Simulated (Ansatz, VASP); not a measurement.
## Ru in VASP and in Ansatz

INCAR

```
SYSTEM = Ru
ALGO = Normal
EDIFF = 1E-6
ENCUT = 520
ISIF = 2
ISMEAR = -1
LASPH = .True.
LCHARG = .True.
LELF = .True.
LREAL = .False.
LVHAR = .True.
LWAVE = .False.
NBANDS = 21
NELM = 80
PREC = Accurate
SIGMA = 0.1
```

File KPOINTS:

```
k-points
0
Gamma
  8 8 5
  0 0 0
```

File POSCAR:

```
Ru
1.0
    2.6775346364      0.0000000000      0.0000000000
   -1.3387673182      2.3188130146      0.0000000000
    0.0000000000      0.0000000000      4.2181251212
Ru
2
Direct
    0.3333333333      0.6666666667      0.2500000000
    0.6666666667      0.3333333333      0.7500000000
```

Input for Ansatz:

```yaml
crystal:
  lattice:
    - [2.6775346364, 0.0, 0.0]
    - [-1.3387673182, 2.3188130146, 0.0]
    - [0.0, 0.0, 4.2181251212]
  atoms:
    - { symbol: Ru, position: [0.3333333333, 0.6666666667, 0.25] }
    - { symbol: Ru, position: [0.6666666667, 0.3333333333, 0.75] }
hamiltonian:
  xc: lda
  pseudopotentials:
    kind: paw
    azcp:
      Ru: "pseudopotentials/Ru.paw.azcp"
basis:
  ecutwfc: 420
  fft_grid_basis: typed
kpoints:
  mp_grid: { grid: [8, 8, 5], shift: [0, 0, 0] }
magnetization:
  spin_polarized: false
scf:
  occupations: { method: fermi_dirac, width: 0.1 }
  lower_state_search: "off"
output:
  stress: true
```

Alike in both runs: task single point; functional LDA; k mesh 8 × 8 × 5; occupations fermi-dirac, width 0.1 eV; no spin polarisation.

```csv
,VASP,Ansatz
version,VASP 6.6.1,Ansatz 0.2.0
potentials or method,"VASP PAW LDA potentials, release 64 (Ru_pv), cutoff 520 eV","plane waves (420 eV) with PAW, scalar-relativistic"
valence electrons in the cell,28,32
```

|  | VASP | Ansatz | Ansatz less VASP |
| --- | --- | --- | --- |
| pressure (GPa) | 0.5 | -0.5 | -1.01 |
| traceless stress, the component that is largest in VASP (GPa) | 1.41 | 1.34 | -0.068 |

Ansatz warns that its potentials were made for another functional, while VASP's fit it. LDA's correlation is that of Perdew and Zunger in VASP and of Perdew and Wang (1992) in Ansatz. VASP's potentials hold 28 valence electrons a cell and Ansatz's 32, so a difference there can come from the potentials and not from the codes.
